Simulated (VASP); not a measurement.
# Zr (Fd-3m) in VASP: further runs

Zr is run at these levels: LDA; tasks: single point, relaxation of cell and atoms.

Program: VASP 6.6.1. These are calculated values, not measurements. Logs are shortened: lines on timing, memory, paths and dates and some standing lists are left out, and cuts for length are marked.

### Step 1. The cell of the first run

It takes space group Fd-3m (No. 227, cubic). The conventional cell has a = 5.600 Å, b = 5.600 Å, c = 5.600 Å, α = 90.00°, β = 90.00°, γ = 90.00°. Within 3.2 Å of Zr (site symmetry -43m) lie 4 Zr at 2.42 Å.

### Step 2. Single point, LDA

Input file INCAR:

```
SYSTEM = Zr
PREC = Accurate
ENCUT = 520
EDIFF = 1E-6
ISMEAR = -1
SIGMA = 0.1
LREAL = .FALSE.
LASPH = .TRUE.
NELM = 60
ALGO = Normal
ISIF = 2
LWAVE = .FALSE.
LCHARG = .FALSE.
NBANDS = 19
```

Input file KPOINTS:

```
regular mesh
0
G
  12 12 12
  0 0 0
```

Input file POSCAR:

```
Zr
1.0
    0.0000000000      2.7997788411      2.7997788411
    2.7997788411      0.0000000000      2.7997788411
    2.7997788411      2.7997788411      0.0000000000
Zr
2
Direct
   -0.1250000000     -0.1250000000     -0.1250000000
    0.1250000000      0.1250000000      0.1250000000
```

Potentials or basis: VASP PAW LDA potentials, release 64 (Zr_sv).

Started as:

```bash
$ cat potpaw_LDA.64/Zr_sv/POTCAR > POTCAR
$ mpirun -np 1 vasp_std > vasp.out
```

OUTCAR:

```text
SYSTEM = Zr
   PREC = Accurate
   ENCUT = 520
   EDIFF = 1E-6
   ISMEAR = -1
   LREAL = .FALSE.
   LASPH = .TRUE.
   NELM = 60
   ISIF = 2

 ion  position               nearest neighbor table
   1  0.875  0.875  0.875-   2 2.42   2 2.42   2 2.42   2 2.42
   2  0.125  0.125  0.125-   1 2.42   1 2.42   1 2.42   1 2.42

  LATTYP: Found a face centered cubic cell.
 ALAT       =     5.5995576822

  Lattice vectors:

 A1 = (   0.0000000000,   2.7997788411,   2.7997788411)
 A2 = (   2.7997788411,   0.0000000000,   2.7997788411)
 A3 = (   2.7997788411,   2.7997788411,   0.0000000000)

Analysis of symmetry for initial positions (statically):
=====================================================================
 Subroutine PRICEL returns:
 Original cell was already a primitive cell.

 Routine SETGRP: Setting up the symmetry group for a
 face centered cubic supercell.

 Subroutine GETGRP returns: Found 48 space group operations
 (whereof 12 operations were pure point group operations)
 out of a pool of 48 trial point group operations.

The static configuration has the point symmetry D_3d.
 The point group associated with its full space group is O_h .

Analysis of symmetry for dynamics (positions and initial velocities):
=====================================================================
 Subroutine PRICEL returns:
 Original cell was already a primitive cell.

 Routine SETGRP: Setting up the symmetry group for a
 face centered cubic supercell.

 Subroutine GETGRP returns: Found 48 space group operations
 (whereof 12 operations were pure point group operations)
 out of a pool of 48 trial point group operations.

The dynamic configuration has the point symmetry D_3d.
 The point group associated with its full space group is O_h .

 Subroutine INISYM returns: Found 48 space group operations
 (whereof 12 operations are pure point group operations),
 and found     1 'primitive' translations

----------------------------------------------------------------------------------------

                                     Primitive cell

  volume of cell :      43.8936

  direct lattice vectors                    reciprocal lattice vectors
     0.000000000  2.799778841  2.799778841    -0.178585534  0.178585534  0.178585534
     2.799778841  0.000000000  2.799778841     0.178585534 -0.178585534  0.178585534
     2.799778841  2.799778841  0.000000000     0.178585534  0.178585534 -0.178585534

[... 73 lines left out ...]
 SYSTEM =  Zr
   PREC   = accura    normal or accurate (medium, high low for compatibility)
   ISTART =      0    job   : 0-new  1-cont  2-samecut
   ICHARG =      2    charge: 1-file 2-atom 10-const
   ISPIN  =      1    spin polarized calculation?
   LNONCOLLINEAR =      F non collinear calculations
   LSORBIT =      F    spin-orbit coupling
   LASPH  =      T    aspherical Exc in radial PAW
   ENCUT  =  520.0 eV  38.22 Ry    6.18 a.u.   7.36  7.36  7.36*2*pi/ulx,y,z
   NELM   =     60;   NELMIN=  2; NELMDL= -5     # of ELM steps
   EDIFF  = 0.1E-05   stopping-criterion for ELM
   LREAL  =      F    real-space projection
   EDIFFG = 0.1E-04   stopping-criterion for IOM
   NSW    =      0    number of steps for IOM
   IBRION =     -1    ionic relax: 0-MD 1-quasi-New 2-CG
   NFREE  =      0    steps in history (QN), initial steepest desc. (CG)
   ISIF   =      2    stress and relaxation
   ISYM   =      2    0-nonsym 1-usesym 2-fastsym
   POTIM  = 0.5000    time-step for ionic-motion
   TEBEG  =    0.0;   TEEND  =   0.0 temperature during run
   PSTRESS=    0.0 pullay stress
   NELECT =      24.0000    total number of electrons
   NUPDOWN=      -1.0000    fix difference up-down
   EMIN   =  10.00;   EMAX   =-10.00  energy-range for DOS
   EFERMI =   0.00;   METHOD = LEGACY
   ISMEAR =    -1;   SIGMA  =   0.10  broadening in eV -4-tet -1-fermi 0-gaus
   EFERMI_NEDOS =   21; number of points for ismear=-14 and -15
   IALGO  =     38    algorithm
   IMIX   =      4    mixing-type and parameters
     AMIX     =   0.40;   BMIX     =  1.00
     AMIX_MAG =   1.60;   BMIX_MAG =  1.00
  volume/ion in A,a.u.               =      21.95       148.10
  Fermi-wavevector in a.u.,A,eV,Ry     =   1.338684  2.529747 24.382671  1.792076
  Thomas-Fermi vector in A             =   2.467135
   LORBIT       =      0    0 simple, 1 ext, 2 COOP (PROOUT), +10 PAW based schemes
   GGA     = CA    functional components
   LHFCALC =     F    Hartree Fock is set to
   AEXX    =    0.0000 exact exchange contribution
   IVDW    =     0    specifies the selected vdW correction
   LEPSILON=     F    determine dielectric tensor
   LRPA    =     F    only Hartree local field effects (RPA)
 non-spin polarized calculation
  energy-cutoff  :      520.00
  volume of cell :       43.89
 maximum number of plane-waves:      1243
 NGX is ok and might be reduce to    30
   NGX = 15   NGY = 15   NGZ = 15

 number of electron      24.0000001 magnetization

 Free energy of the ion-electron system (eV)
  ---------------------------------------------------
  ext. energy  EPLUGINS =         0.00000000
  ---------------------------------------------------
  free energy    TOTEN  =       -13.44920121 eV

  energy without entropy =      -13.33156578  energy(sigma->0) =      -13.39038350

 E-fermi :   8.9941     XC(G=0): -11.2293

 val. band max:        8.9887907252   @ k =   0.0000   0.0000   0.0000
 cond. band min:       8.9948244741   @ k =   0.3333   0.2500   0.0833
 fundamental gap:      0.0060337489
 Fermi energy:         8.9941344455

 k-point     1 :       0.0000    0.0000    0.0000
  band No.  band energies     occupation
      1     -40.0299      2.00000
      2     -38.3335      2.00000
      3     -18.6854      2.00000
      4     -18.6854      2.00000
      5     -18.6854      2.00000
      6     -16.5711      2.00000
[... 505 lines left out ...]
      6     -16.7506      2.00000
[... 11 lines left out ...]
     18      14.3800      0.00000
     19      15.5620      0.00000

 [... further k-points ...]
[... 5 lines left out ...]
  --------------------------------------------------------------------------------------
  -------------------------------------------------------------------------------------
  Total        4.2336625      4.2336625      4.2336625     -0.0000000     -0.0000000     -0.0000000
  in kB      154.5345664    154.5345664    154.5345664     -0.0000000     -0.0000000     -0.0000000
  external PRESSURE =     154.5345664 kB  Pullay stress =       0.0000000 kB

 VOLUME and BASIS-vectors are now :
 -----------------------------------------------------------------------------
  energy-cutoff  :      520.00
  volume of cell :       43.89
      direct lattice vectors                 reciprocal lattice vectors
     0.000000000  2.799778841  2.799778841    -0.178585534  0.178585534  0.178585534
     2.799778841  0.000000000  2.799778841     0.178585534 -0.178585534  0.178585534
     2.799778841  2.799778841  0.000000000     0.178585534  0.178585534 -0.178585534

 POSITION                                       TOTAL-FORCE (eV/Angst)
 -----------------------------------------------------------------------------------
      4.89961      4.89961      4.89961         0.000000     -0.000000      0.000000
      0.69994      0.69994      0.69994        -0.000000      0.000000     -0.000000
 -----------------------------------------------------------------------------------
    total drift:                               -0.000000      0.000000      0.000000

  FREE ENERGIE OF THE ION-ELECTRON SYSTEM (eV)
  ---------------------------------------------------
  free  energy   TOTEN  =       -13.4492012134 eV

  energy  without entropy=      -13.3315657779  energy(sigma->0) =      -13.39038350
```

stdout:

```text
POSCAR found type information on POSCAR Zr
 POSCAR found :  1 types and       2 ions
 scaLAPACK will be used
 LDA part: xc-table for (Slater(with rela. corr.)+CA(PZ))
 , standard interpolation
 POSCAR, INCAR and KPOINTS ok, starting setup
 FFT: planning ... GRIDC
 FFT: planning ... GRID_SOFT
 FFT: planning ... GRID
 WAVECAR not read
 entering main loop
```

Run time: 23 s. Hardware: 1 thread of Intel Xeon 6975P-C (Granite Rapids), shared host; peak memory 0.17 GiB.

Results:

```yaml
Free_energy: -13.4492 eV
Pressure: 15.5 GPa
Band_gap_on_the_k_mesh: zero (band 12 reaches 9.51 eV, above the bottom of band 13 at 8.41 eV)
```

### Step 3. Single point, LDA

Input file INCAR:

```
SYSTEM = Zr
  PREC = Accurate
  ENCUT = 520
  EDIFF = 1E-6
  ISMEAR = -1
  SIGMA = 0.1
  LREAL = .False.
  LASPH = .True.
  NELM = 100
  ALGO = Normal
  ISIF = 2
  LWAVE = .False.
  LCHARG = .True.
  GGA = CA
  LELF = .True.
  LVHAR = .True.
  NBANDS = 19
```

Input file KPOINTS:

```
Automatic mesh
0
Gamma
  12 12 12
  0 0 0
```

Input file POSCAR:

```
Zr
1.0
    0.0000000000      2.8004471559      2.8004471559
    2.8004471559      0.0000000000      2.8004471559
    2.8004471559      2.8004471559      0.0000000000
Zr
2
Direct
   -0.1250000000     -0.1250000000     -0.1250000000
    0.1250000000      0.1250000000      0.1250000000
```

Potentials or basis: VASP PAW LDA potentials, release 64 (Zr_sv).

Started as:

```bash
$ cat potpaw_LDA.64/Zr_sv/POTCAR > POTCAR
$ mpirun -np 1 vasp_std > vasp.out
```

OUTCAR:

```text
SYSTEM = Zr
   PREC = Accurate
   ENCUT = 520
   EDIFF = 1E-6
   ISMEAR = -1
   LREAL = .False.
   LASPH = .True.
   NELM = 100
   ISIF = 2
   GGA = CA

 ion  position               nearest neighbor table
   1  0.875  0.875  0.875-   2 2.43   2 2.43   2 2.43   2 2.43
   2  0.125  0.125  0.125-   1 2.43   1 2.43   1 2.43   1 2.43

  LATTYP: Found a face centered cubic cell.
 ALAT       =     5.6008943118

  Lattice vectors:

 A1 = (   0.0000000000,   2.8004471559,   2.8004471559)
 A2 = (   2.8004471559,   0.0000000000,   2.8004471559)
 A3 = (   2.8004471559,   2.8004471559,   0.0000000000)

Analysis of symmetry for initial positions (statically):
=====================================================================
 Subroutine PRICEL returns:
 Original cell was already a primitive cell.

 Routine SETGRP: Setting up the symmetry group for a
 face centered cubic supercell.

 Subroutine GETGRP returns: Found 48 space group operations
 (whereof 12 operations were pure point group operations)
 out of a pool of 48 trial point group operations.

The static configuration has the point symmetry D_3d.
 The point group associated with its full space group is O_h .

Analysis of symmetry for dynamics (positions and initial velocities):
=====================================================================
 Subroutine PRICEL returns:
 Original cell was already a primitive cell.

 Routine SETGRP: Setting up the symmetry group for a
 face centered cubic supercell.

 Subroutine GETGRP returns: Found 48 space group operations
 (whereof 12 operations were pure point group operations)
 out of a pool of 48 trial point group operations.

The dynamic configuration has the point symmetry D_3d.
 The point group associated with its full space group is O_h .

 Subroutine INISYM returns: Found 48 space group operations
 (whereof 12 operations are pure point group operations),
 and found     1 'primitive' translations

[... 104 lines left out ...]
   PSTRESS=    0.0 pullay stress
   NELECT =      24.0000    total number of electrons
   NUPDOWN=      -1.0000    fix difference up-down
   EMIN   =  10.00;   EMAX   =-10.00  energy-range for DOS
   EFERMI =   0.00;   METHOD = LEGACY
   ISMEAR =    -1;   SIGMA  =   0.10  broadening in eV -4-tet -1-fermi 0-gaus
   EFERMI_NEDOS =   21; number of points for ismear=-14 and -15
   IALGO  =     38    algorithm
   IMIX   =      4    mixing-type and parameters
     AMIX     =   0.40;   BMIX     =  1.00
     AMIX_MAG =   1.60;   BMIX_MAG =  1.00
  volume/ion in A,a.u.               =      21.96       148.21
  Fermi-wavevector in a.u.,A,eV,Ry     =   1.338365  2.529143 24.371035  1.791221
  Thomas-Fermi vector in A             =   2.466841
   LORBIT       =      0    0 simple, 1 ext, 2 COOP (PROOUT), +10 PAW based schemes
   GGA     = CA    functional components
   LHFCALC =     F    Hartree Fock is set to
   AEXX    =    0.0000 exact exchange contribution
   IVDW    =     0    specifies the selected vdW correction
   LEPSILON=     F    determine dielectric tensor
   LRPA    =     F    only Hartree local field effects (RPA)
 non-spin polarized calculation
  energy-cutoff  :      520.00
  volume of cell :       43.93
 maximum number of plane-waves:      1243
 NGX is ok and might be reduce to    30
   NGX = 15   NGY = 15   NGZ = 15

 number of electron      24.0000001 magnetization

 Free energy of the ion-electron system (eV)
  ---------------------------------------------------
  ext. energy  EPLUGINS =         0.00000000
  ---------------------------------------------------
  free energy    TOTEN  =       -13.45223920 eV

  energy without entropy =      -13.33449723  energy(sigma->0) =      -13.39336821

 E-fermi :   8.9851     XC(G=0): -11.2260

 val. band max:        8.9799483288   @ k =   0.0000   0.0000   0.0000
 cond. band min:       8.9862151891   @ k =   0.3333   0.2500   0.0833
 fundamental gap:      0.0062668603
 Fermi energy:         8.9851358173

 k-point     1 :       0.0000    0.0000    0.0000
  band No.  band energies     occupation
      1     -40.0370      2.00000
      2     -38.3440      2.00000
      3     -18.6922      2.00000
      4     -18.6922      2.00000
      5     -18.6922      2.00000
      6     -16.5810      2.00000
[... 505 lines left out ...]
      6     -16.7605      2.00000
[... 11 lines left out ...]
     18      14.3681      0.00000
     19      15.5551      0.00000

 [... further k-points ...]
[... 5 lines left out ...]
  --------------------------------------------------------------------------------------
  -------------------------------------------------------------------------------------
  Total        4.2160412      4.2160412      4.2160412     -0.0000000     -0.0000000      0.0000000
  in kB      153.7812160    153.7812160    153.7812160     -0.0000000     -0.0000000      0.0000000
  external PRESSURE =     153.7812160 kB  Pullay stress =       0.0000000 kB

 VOLUME and BASIS-vectors are now :
 -----------------------------------------------------------------------------
  energy-cutoff  :      520.00
  volume of cell :       43.93
      direct lattice vectors                 reciprocal lattice vectors
     0.000000000  2.800447156  2.800447156    -0.178542916  0.178542916  0.178542916
     2.800447156  0.000000000  2.800447156     0.178542916 -0.178542916  0.178542916
     2.800447156  2.800447156  0.000000000     0.178542916  0.178542916 -0.178542916

 POSITION                                       TOTAL-FORCE (eV/Angst)
 -----------------------------------------------------------------------------------
      4.90078      4.90078      4.90078         0.000000     -0.000000     -0.000000
      0.70011      0.70011      0.70011        -0.000000      0.000000      0.000000
 -----------------------------------------------------------------------------------
    total drift:                               -0.000000      0.000000      0.000000

  FREE ENERGIE OF THE ION-ELECTRON SYSTEM (eV)
  ---------------------------------------------------
  free  energy   TOTEN  =       -13.4522391955 eV

  energy  without entropy=      -13.3344972309  energy(sigma->0) =      -13.39336821
```

OSZICAR:

```text
N       E                     dE             d eps       ncg     rms          rms(c)
DAV:   1     0.225712397492E+03    0.22571E+03   -0.13268E+04  2736   0.126E+03
DAV:   2     0.125067573545E+01   -0.22446E+03   -0.21989E+03  3146   0.375E+02
DAV:   3    -0.132514377949E+02   -0.14502E+02   -0.14084E+02  5215   0.704E+01
DAV:   4    -0.135390437401E+02   -0.28761E+00   -0.27996E+00  3185   0.935E+00
DAV:   5    -0.135459267682E+02   -0.68830E-02   -0.68658E-02  3832   0.113E+00    0.247E+01
DAV:   6    -0.134478685772E+02    0.98058E-01   -0.23514E-01  4462   0.356E+00    0.129E+01
DAV:   7    -0.134507897636E+02   -0.29212E-02   -0.13105E-01  4691   0.253E+00    0.131E+00
DAV:   8    -0.134523813891E+02   -0.15916E-02   -0.15426E-02  3570   0.945E-01    0.213E-01
DAV:   9    -0.134522346611E+02    0.14673E-03   -0.10301E-03  3305   0.232E-01    0.331E-02
DAV:  10    -0.134522401783E+02   -0.55172E-05   -0.28597E-05  3669   0.475E-02    0.936E-03
DAV:  11    -0.134522391955E+02    0.98278E-06   -0.17948E-06  2259   0.134E-02
   1 F= -.13452239E+02 E0= -.13393368E+02  d E =-.117742E+00
```

Run time: 23 s. Hardware: 1 thread of Intel Xeon 6975P-C (Granite Rapids), shared host; peak memory 0.18 GiB.

What came out:

* Free energy: -13.4522 eV
* Pressure: 15.4 GPa
* Band gap on the k mesh: zero (band 12 reaches 9.50 eV, above the bottom of band 13 at 8.40 eV)

Levels at points of the mesh, in eV from the Fermi level:
| k point | band 9 | band 10 | band 11 | band 12 | band 13 | band 14 | band 15 | band 16 |
| --- | --- | --- | --- | --- | --- | --- | --- | --- |
| (0.00, 0.00, 0.00) | -4.65 | -1.85 | -1.85 | -0.01 | -0.01 | -0.01 | 2.97 | 2.97 |
| (0.50, 0.00, 0.00) | -2.16 | -1.61 | -1.61 | -1.42 | -0.58 | -0.58 | 1.86 | 4.57 |
| (0.50, 0.50, 0.00) | -3.14 | -3.14 | -0.54 | -0.54 | 1.71 | 1.71 | 1.81 | 1.81 |

(Continued in part 2 of 2.)
